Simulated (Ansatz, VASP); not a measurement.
## Two plane-wave programs on CuO

```
CELL_PARAMETERS angstrom
1.96406 -2.12444 0.00000
1.96406 2.12444 0.00000
0.00000 0.00000 5.08624
ATOMIC_POSITIONS crystal
Cu 0.50000 0.00000 0.00000
Cu 0.00000 0.50000 0.50000
O 0.50000 0.50000 0.25000
O 0.50000 0.50000 0.75000
```

Alike in both runs: task single point; functional LDA; k mesh 9 × 9 × 5; occupations fermi-dirac, width 0.05 eV; no spin polarisation.

|  | VASP | Ansatz |
| --- | --- | --- |
| version | VASP 6.6.1 | Ansatz 0.2.0 |
| potentials or method | VASP PAW LDA potentials, release 64 (Cu, O) | Ansatz PAW |
| plane-wave cutoff (eV) | 520 | 420 |
| valence electrons in the cell | 34 | 50 |

Ansatz gave:

| Quantity | Value |
| --- | --- |
| gap on the k mesh at the Fermi level (eV) | none |
| pressure (GPa) | -6.1 |
| traceless stress, the component that is largest in VASP (GPa) | 1.47 |

Q: Which values does VASP return?

A: gap on the k mesh at the Fermi level (eV): none; pressure (GPa): -5.1; traceless stress, the component that is largest in VASP (GPa): 1.19.

LDA's correlation is that of Perdew and Zunger in VASP and of Perdew and Wang (1992) in Ansatz. A gap of «none» marks a metal or a gap that the smearing closes. VASP's potentials hold 34 valence electrons a cell and Ansatz's 50, so a difference there can come from the potentials and not from the codes.
